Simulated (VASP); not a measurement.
# B33N32 (a cell with a defect) in VASP: single point with PBEsol

Aim: the single point of B33N32 (a cell with a defect) with PBEsol.

Program: VASP 6.6.1. These are calculated values, not measurements. Logs are shortened: lines on timing, memory, paths and dates and some standing lists are left out, and cuts for length are marked.

## 1. The cell of the first run

The cell holds a defect, 65 atoms: a = 7.212 Å, b = 7.212 Å, c = 7.212 Å, α = 90.00°, β = 90.00°, γ = 90.00°.

## 2. Single point, PBEsol, collinear spin

INCAR reads:

```
  ALGO = Normal
  EDIFF = 1E-7
  ENCUT = 520
  GGA = PS
  ISIF = 2
  ISMEAR = -1
  ISPIN = 2
  ISYM = 0
  LASPH = True
  LCHARG = False
  LORBIT = 11
  LREAL = Auto
  LWAVE = False
  MAGMOM = 0 0 0 0 0 0 0 0.167 0 0 0 0 0 0 0 0.167 0 0 0 0 0 0 0 0.167 0 0 0 0 0 0 0 0.167 0.167 0 0 0 0 0 0 0 0.167 0 0 0 0 0 0 0 0 0 0 0 0 0 0 0 0 0 0 0 0 0 0 0 0
  NBANDS = 172
  NELECT = 257.0
  NELM = 150
  PREC = Accurate
  SIGMA = 0.05
```

KPOINTS reads:

```
Automatic mesh
0
Gamma
  1 1 1
  0.25 0.25 0.25
```

POSCAR reads:

```
B33N32
1.0
    7.2115910000      0.0000000000      0.0000000000
    0.0000000000      7.2115910000      0.0000000000
    0.0000000000      0.0000000000      7.2115910000
B N
33 32
Direct
    0.9968900000      0.0005120000      0.0003830000
    0.0016260000      0.0010670000      0.4943780000
    0.0016370000      0.4944810000      0.0009540000
    0.9972440000      0.4988620000      0.4987340000
    0.4942120000      0.0017220000      0.0015940000
    0.4956820000      0.0003390000      0.4991120000
    0.4956840000      0.4992240000      0.0002200000
    0.4946120000      0.4941080000      0.4940040000
    0.2471000000      0.2489690000      0.9996110000
    0.2470140000      0.2488810000      0.4979430000
    0.2493050000      0.7487030000      0.0016690000
    0.2504610000      0.7494080000      0.4969430000
    0.7471810000      0.2470900000      0.0014630000
    0.7465050000      0.2457030000      0.4968560000
    0.7420090000      0.7541570000      0.0075020000
    0.7453920000      0.7497360000      0.4710580000
    0.2471000000      0.9997390000      0.2488630000
    0.2492890000      0.0017670000      0.7485740000
    0.2470250000      0.4980670000      0.2487620000
    0.2504450000      0.4970560000      0.7492940000
    0.7472020000      0.0015860000      0.2469460000
    0.7419740000      0.0076390000      0.7540230000
    0.7465200000      0.4970110000      0.2455870000
    0.7453750000      0.4711750000      0.7495650000
    0.9978080000      0.2490120000      0.2488990000
    0.9989980000      0.2458140000      0.7493810000
    0.9990090000      0.7495190000      0.2456930000
    0.0257140000      0.7505010000      0.7504470000
    0.4961950000      0.2488850000      0.2487500000
    0.4943370000      0.2469350000      0.7485040000
    0.4943630000      0.7486330000      0.2468200000
    0.4884620000      0.7542060000      0.7540990000
    0.8001050000      0.6970590000      0.6969230000
    0.1221910000      0.1245970000      0.1244860000
    0.1224930000      0.1230200000      0.6240480000
    0.1225180000      0.6241860000      0.1229070000
    0.1285260000      0.6233570000      0.6232520000
    0.6219360000      0.1251990000      0.1250640000
    0.6210000000      0.1247400000      0.6241630000
    0.6210300000      0.6242830000      0.1246040000
    0.6178670000      0.6284200000      0.6282930000
    0.3720930000      0.3744050000      0.1243990000
    0.3736220000      0.3740400000      0.6239890000
    0.3715180000      0.8747590000      0.1250830000
    0.3720000000      0.8756710000      0.6241290000
    0.8726170000      0.3741590000      0.1228580000
    0.8733280000      0.3684640000      0.6232610000
    0.8724410000      0.8757020000      0.1245900000
    0.8680320000      0.8789330000      0.6283270000
    0.3720810000      0.1245350000      0.3742890000
    0.3714990000      0.1251960000      0.8746290000
    0.3736360000      0.6241080000      0.3739190000
    0.3719980000      0.6242510000      0.8755600000
    0.8726150000      0.1229790000      0.3740370000
    0.8724280000      0.1247270000      0.8755500000
    0.8733350000      0.6234240000      0.3683230000
    0.8680860000      0.6284750000      0.8788140000
    0.1220100000      0.3746910000      0.3745610000
    0.1226660000      0.3740770000      0.8729950000
    0.1226750000      0.8731180000      0.3739730000
    0.1263240000      0.8764180000      0.8762970000
    0.6234820000      0.3739630000      0.3738290000
    0.6203660000      0.3705240000      0.8761040000
    0.6203720000      0.8762440000      0.3703940000
    0.6190840000      0.8775270000      0.8774020000
```

Potentials or basis: VASP PAW PBE potentials, release 64 (B, N).

The run is started by

```sh
cat potpaw_PBE.64/B/POTCAR potpaw_PBE.64/N/POTCAR > POTCAR
mpirun -np 1 vasp_std > vasp.out
```

OUTCAR:

```text
EDIFF = 1E-7
   ENCUT = 520
   GGA = PS
   ISIF = 2
   ISMEAR = -1
   ISPIN = 2
   ISYM = 0
   LASPH = True
   LORBIT = 11
   LREAL = Auto
   NELECT = 257.0
   NELM = 150
   PREC = Accurate

 ion  position               nearest neighbor table
   1  0.997  0.001  0.000-  48 1.55  34 1.56  55 1.56  61 1.57
   2  0.002  0.001  0.494-  60 1.54  54 1.55  35 1.55  49 1.62
   3  0.002  0.494  0.001-  59 1.54  46 1.55  36 1.55  57 1.62
   4  0.997  0.499  0.499-  58 1.55  47 1.58  56 1.58  37 1.58
   5  0.494  0.002  0.002-  44 1.55  51 1.55  65 1.55  38 1.56
   6  0.496  0.000  0.499-  50 1.55  45 1.55  39 1.56  64 1.57
   7  0.496  0.499  0.000-  42 1.55  53 1.55  40 1.56  63 1.57
   8  0.495  0.494  0.494-  62 1.54  43 1.55  52 1.55  41 1.63
   9  0.247  0.249  1.000-  51 1.55  34 1.56  42 1.56  59 1.57
  10  0.247  0.249  0.498-  50 1.55  58 1.56  35 1.57  43 1.57
  11  0.249  0.749  0.002-  44 1.55  36 1.55  53 1.55  61 1.57
  12  0.250  0.749  0.497-  52 1.55  37 1.56  60 1.56  45 1.56
  13  0.747  0.247  0.001-  38 1.54  55 1.56  46 1.56  63 1.56
  14  0.747  0.246  0.497-  54 1.55  39 1.56  62 1.56  47 1.57
  15  0.742  0.754  0.008-  40 1.53  48 1.54  65 1.57  57 1.58
  16  0.745  0.750  0.471-  64 1.47  56 1.49  41 1.70  49 1.71  33 1.72
  17  0.247  1.000  0.249-  44 1.55  34 1.56  50 1.56  60 1.57
  18  0.249  0.002  0.749-  51 1.55  35 1.55  45 1.55  61 1.57
  19  0.247  0.498  0.249-  42 1.55  58 1.56  36 1.57  52 1.57
  20  0.250  0.497  0.749-  43 1.55  37 1.56  59 1.56  53 1.56
  21  0.747  0.002  0.247-  38 1.54  48 1.56  54 1.56  64 1.56
  22  0.742  0.008  0.754-  39 1.53  55 1.54  65 1.57  49 1.58
  23  0.747  0.497  0.246-  46 1.55  40 1.56  62 1.56  56 1.57
  24  0.745  0.471  0.750-  63 1.47  47 1.49  41 1.70  57 1.71  33 1.72
  25  0.998  0.249  0.249-  34 1.55  58 1.56  54 1.57  46 1.57
  26  0.999  0.246  0.749-  35 1.55  55 1.56  47 1.56  59 1.56
  27  0.999  0.750  0.246-  36 1.55  48 1.56  56 1.56  60 1.56
  28  0.026  0.751  0.750-  61 1.47  37 1.49  57 1.71  49 1.71  33 1.72
  29  0.496  0.249  0.249-  38 1.55  42 1.56  50 1.56  62 1.57
  30  0.494  0.247  0.749-  51 1.54  43 1.55  39 1.55  63 1.57
  31  0.494  0.749  0.247-  44 1.54  52 1.55  40 1.55  64 1.57
  32  0.488  0.754  0.754-  53 1.53  45 1.53  65 1.57  41 1.59
  33  0.800  0.697  0.697-  49 1.48  57 1.49  41 1.49  28 1.72  16 1.72  24 1.72
  34  0.122  0.125  0.124-  25 1.55   1 1.56  17 1.56   9 1.56
  35  0.122  0.123  0.624-  26 1.55  18 1.55   2 1.55  10 1.57
  36  0.123  0.624  0.123-  27 1.55  11 1.55   3 1.55  19 1.57
  37  0.129  0.623  0.623-  28 1.49  20 1.56  12 1.56   4 1.58
  38  0.622  0.125  0.125-  13 1.54  21 1.54  29 1.55   5 1.56
  39  0.621  0.125  0.624-  22 1.53  30 1.55  14 1.56   6 1.56
  40  0.621  0.624  0.125-  15 1.53  31 1.55  23 1.56   7 1.56
  41  0.618  0.628  0.628-  33 1.49  32 1.59   8 1.63  24 1.70  16 1.70
  42  0.372  0.374  0.124-   7 1.55  19 1.55  29 1.56   9 1.56
  43  0.374  0.374  0.624-   8 1.55  20 1.55  30 1.55  10 1.57
  44  0.372  0.875  0.125-  31 1.54  11 1.55  17 1.55   5 1.55
  45  0.372  0.876  0.624-  32 1.53  18 1.55   6 1.55  12 1.56
  46  0.873  0.374  0.123-   3 1.55  23 1.55  13 1.56  25 1.57
  47  0.873  0.368  0.623-  24 1.49  26 1.56  14 1.57   4 1.58
  48  0.872  0.876  0.125-  15 1.54   1 1.55  21 1.56  27 1.56
  49  0.868  0.879  0.628-  33 1.48  22 1.58   2 1.62  28 1.71  16 1.71
  50  0.372  0.125  0.374-   6 1.55  10 1.55  29 1.56  17 1.56
  51  0.371  0.125  0.875-  30 1.54  18 1.55   9 1.55   5 1.55
  52  0.374  0.624  0.374-   8 1.55  12 1.55  31 1.55  19 1.57
  53  0.372  0.624  0.876-  32 1.53  11 1.55   7 1.55  20 1.56
  54  0.873  0.123  0.374-   2 1.55  14 1.55  21 1.56  25 1.57
  55  0.872  0.125  0.876-  22 1.54   1 1.56  13 1.56  26 1.56
  56  0.873  0.623  0.368-  16 1.49  27 1.56  23 1.57   4 1.58
  57  0.868  0.628  0.879-  33 1.49  15 1.58   3 1.62  28 1.71  24 1.71
  58  0.122  0.375  0.375-   4 1.55  19 1.56  10 1.56  25 1.56
  59  0.123  0.374  0.873-   3 1.54  20 1.56  26 1.56   9 1.57
  60  0.123  0.873  0.374-   2 1.54  12 1.56  27 1.56  17 1.57
  61  0.126  0.876  0.876-  28 1.47  18 1.57  11 1.57   1 1.57
  62  0.623  0.374  0.374-   8 1.54  14 1.56  23 1.56  29 1.57
  63  0.620  0.371  0.876-  24 1.47  13 1.56  30 1.57   7 1.57
  64  0.620  0.876  0.370-  16 1.47  21 1.56  31 1.57   6 1.57
  65  0.619  0.878  0.877-   5 1.55  22 1.57  15 1.57  32 1.57

IMPORTANT INFORMATION: All symmetrisations will be switched off!
NOSYMM: (Re-)initialisation of all symmetry stuff for point group C_1.

[... 206 lines left out ...]
   ISYM   =      0    0-nonsym 1-usesym 2-fastsym
   POTIM  = 0.5000    time-step for ionic-motion
   TEBEG  =    0.0;   TEEND  =   0.0 temperature during run
   PSTRESS=    0.0 pullay stress
   NELECT =     257.0000    total number of electrons
   NUPDOWN=      -1.0000    fix difference up-down
   EMIN   =  10.00;   EMAX   =-10.00  energy-range for DOS
   EFERMI =   0.00;   METHOD = LEGACY
   ISMEAR =    -1;   SIGMA  =   0.05  broadening in eV -4-tet -1-fermi 0-gaus
   EFERMI_NEDOS =   21; number of points for ismear=-14 and -15
   IALGO  =     38    algorithm
   IMIX   =      4    mixing-type and parameters
     AMIX     =   0.40;   BMIX     =  1.00
     AMIX_MAG =   1.60;   BMIX_MAG =  1.00
  volume/ion in A,a.u.               =       5.77        38.94
  Fermi-wavevector in a.u.,A,eV,Ry     =   1.443294  2.727430 28.342260  2.083097
  Thomas-Fermi vector in A             =   2.561718
   LORBIT       =     11    0 simple, 1 ext, 2 COOP (PROOUT), +10 PAW based schemes
   GGA     = PS    functional components
   LHFCALC =     F    Hartree Fock is set to
   AEXX    =    0.0000 exact exchange contribution
   IVDW    =     0    specifies the selected vdW correction
   LEPSILON=     F    determine dielectric tensor
   LRPA    =     F    only Hartree local field effects (RPA)
 spin polarized calculation
  energy-cutoff  :      520.00
  volume of cell :      375.05
 maximum number of plane-waves:     10107
 NGX is ok and might be reduce to    54
   NGX = 27   NGY = 27   NGZ = 27

 number of electron     257.0000026 magnetization       0.9999563

 Free energy of the ion-electron system (eV)
  ---------------------------------------------------
  ext. energy  EPLUGINS =         0.00000000
  ---------------------------------------------------
  free energy    TOTEN  =      -603.52944218 eV

  energy without entropy =     -603.52939471  energy(sigma->0) =     -603.52941845

 E-fermi :  10.5441     XC(G=0): -13.0827

 val. band max:       10.1102882685   @ k =  -0.2500   0.2500   0.2500
 cond. band min:      11.0291889817   @ k =  -0.2500  -0.2500   0.2500
 fundamental gap:      0.9189007133
 Fermi energy:        10.5441184857

 spin component 1

 k-point     1 :       0.2500    0.2500    0.2500
  band No.  band energies     occupation
      1     -12.9839      1.00000
      2     -11.9057      1.00000
      3     -11.5206      1.00000
      4     -11.3964      1.00000
      5     -10.7419      1.00000
      6     -10.5191      1.00000
[... 561 lines left out ...]
    139      14.9407      0.00000
    140      15.3021      0.00000
 Fermi energy:        10.5441184857

 spin component 2

 k-point     1 :       0.2500    0.2500    0.2500
  band No.  band energies     occupation
      1     -12.8629      1.00000
      2     -11.8587      1.00000
      3     -11.4952      1.00000
      4     -11.3768      1.00000
      5     -10.7125      1.00000
      6     -10.4997      1.00000
[... 561 lines left out ...]
    139      15.0255      0.00000
    140      15.4157      0.00000
 [bands above 140 left out]

------------------------ aborting loop because EDIFF is reached ----------------------------------------

  FORCE on cell =-STRESS in cart. coord.  units (eV):
  Direction    XX          YY          ZZ          XY          YZ          ZX
  --------------------------------------------------------------------------------------
  -------------------------------------------------------------------------------------
  Total       -5.9449151     -5.9258884     -5.9314802     -2.4824004      2.2954534     -2.4765340
  in kB      -25.3958628    -25.3145835    -25.3384711    -10.6044746      9.8058623    -10.5794141
  external PRESSURE =     -25.3496391 kB  Pullay stress =       0.0000000 kB

 VOLUME and BASIS-vectors are now :
 -----------------------------------------------------------------------------
  energy-cutoff  :      520.00
  volume of cell :      375.05
      direct lattice vectors                 reciprocal lattice vectors
     7.211591000  0.000000000  0.000000000     0.138665656  0.000000000  0.000000000
     0.000000000  7.211591000  0.000000000     0.000000000  0.138665656  0.000000000
     0.000000000  0.000000000  7.211591000     0.000000000  0.000000000  0.138665656

 POSITION                                       TOTAL-FORCE (eV/Angst)
 -----------------------------------------------------------------------------------
      7.18916      0.00369      0.00276         0.043976      0.045778      0.044087
      0.01173      0.00769      3.56525         0.036331      0.039224      0.062718
      0.01181      3.56599      0.00688         0.036874      0.065632      0.039870
      7.19172      3.59759      3.59667         0.056820      0.046945      0.044916
      3.56405      0.01242      0.01150         0.081058      0.069422      0.070451
      3.57466      0.00244      3.59939         0.061388      0.058284      0.043853
[... 57 lines left out ...]
      4.47387      6.31911      2.67113        -0.073881     -0.051804     -0.058027
      4.46458      6.32837      6.32746        -0.050176     -0.038996     -0.038695
 -----------------------------------------------------------------------------------
    total drift:                               -0.007177      0.001019      0.002306

  FREE ENERGIE OF THE ION-ELECTRON SYSTEM (eV)
  ---------------------------------------------------
  free  energy   TOTEN  =      -603.5294421844 eV

  energy  without entropy=     -603.5293947146  energy(sigma->0) =     -603.52941845

 total charge

# of ion       s       p       d       tot
------------------------------------------
    1        0.674   1.361   0.000   2.035
    2        0.672   1.332   0.000   2.004
    3        0.672   1.332   0.000   2.004
    4        0.666   1.321   0.000   1.987
    5        0.678   1.373   0.000   2.050
    6        0.674   1.360   0.000   2.034
[... 57 lines left out ...]
   64        1.211   2.776   0.000   3.987
   65        1.213   2.746   0.000   3.959
--------------------------------------------------
tot         61.059 133.426   0.000 194.486

 magnetization (x)

# of ion       s       p       d       tot
------------------------------------------
    1        0.001   0.001   0.000   0.001
    2        0.001   0.002   0.000   0.003
    3        0.001   0.002   0.000   0.003
    4        0.003  -0.001   0.000   0.002
    5        0.001   0.004   0.000   0.005
    6        0.001   0.001   0.000   0.001
[... 57 lines left out ...]
   64        0.001   0.001   0.000   0.003
   65        0.006   0.004   0.000   0.011
--------------------------------------------------
tot          0.083   0.578   0.000   0.662
```

It took 27 min on 1 thread of AMD EPYC 7R43 (Zen 3), shared host; peak memory 0.69 GiB.

What came out:

| Property | Result |
| --- | --- |
| Free energy | -603.5294 eV |
| Largest force | 0.129 eV/Å |
| Net moment | 1.00 μB per cell |
| Site moments | B +0.00, +0.01, +0.02, +0.38 (each value once); N -0.00, +0.00, +0.02, +0.01 (each value once) μB |
| Valence electrons inside the program's atomic spheres | B 2.04, 2.00, 1.99, 2.05, 2.03, 2.31 (each value once); N 3.96, 3.97, 3.98, 3.92, 3.99 (each value once) |

Forces on the atoms (eV/Å):
```
B    0.044  0.046  0.044
B    0.036  0.039  0.063
B    0.037  0.066  0.040
B    0.057  0.047  0.045
B    0.081  0.069  0.070
B    0.061  0.058  0.044
B    0.063  0.048  0.056
B    0.073  0.064  0.060
B    0.045  0.053  0.059
B    0.045  0.056  0.071
B    0.019  0.080  0.050
B    0.042  0.068  0.041
B    0.078  0.041  0.061
B    0.079  0.048  0.059
B    0.059  0.055  0.052
B    0.050  0.036  0.049
B    0.046  0.058  0.052
B    0.020  0.052  0.080
B    0.045  0.072  0.055
B    0.044  0.041  0.069
B    0.074  0.064  0.043
B    0.062  0.051  0.055
B    0.079  0.055  0.046
B    0.049  0.051  0.038
B    0.063  0.048  0.046
B    0.054  0.045  0.054
B    0.055  0.055  0.044
B   -0.044  0.000 -0.003
B    0.066  0.048  0.050
B    0.069  0.058  0.089
B    0.068  0.088  0.056
B    0.078  0.028  0.026
B   -0.019 -0.031 -0.025
N   -0.042 -0.053 -0.056
N   -0.043 -0.052 -0.074
N   -0.047 -0.078 -0.053
N   -0.054 -0.048 -0.050
N   -0.076 -0.061 -0.060
N   -0.065 -0.057 -0.074
N   -0.068 -0.071 -0.056
N   -0.043 -0.022 -0.020
N   -0.055 -0.047 -0.057
N   -0.056 -0.044 -0.078
N   -0.061 -0.066 -0.052
N   -0.051 -0.053 -0.057
N   -0.078 -0.057 -0.042
N   -0.056 -0.074 -0.089
N   -0.062 -0.056 -0.045
N    0.014  0.033  0.009
N   -0.051 -0.059 -0.048
N   -0.059 -0.052 -0.066
N   -0.055 -0.079 -0.043
N   -0.051 -0.059 -0.053
N   -0.078 -0.043 -0.058
N   -0.062 -0.047 -0.052
N   -0.056 -0.093 -0.070
N    0.010  0.008  0.030
N   -0.066 -0.055 -0.054
N   -0.045 -0.059 -0.060
N   -0.047 -0.060 -0.061
N   -0.023 -0.050 -0.049
N   -0.055 -0.053 -0.052
N   -0.073 -0.058 -0.051
N   -0.074 -0.052 -0.058
N   -0.050 -0.039 -0.039
```

Caveat: the cell carries a net charge on a neutralising background, which shifts energy and pressure; the cell is charged against a uniform background, so pressure and absolute levels hang on convention; the PAW data sets were made with another functional, which shifts forces and pressure a little.
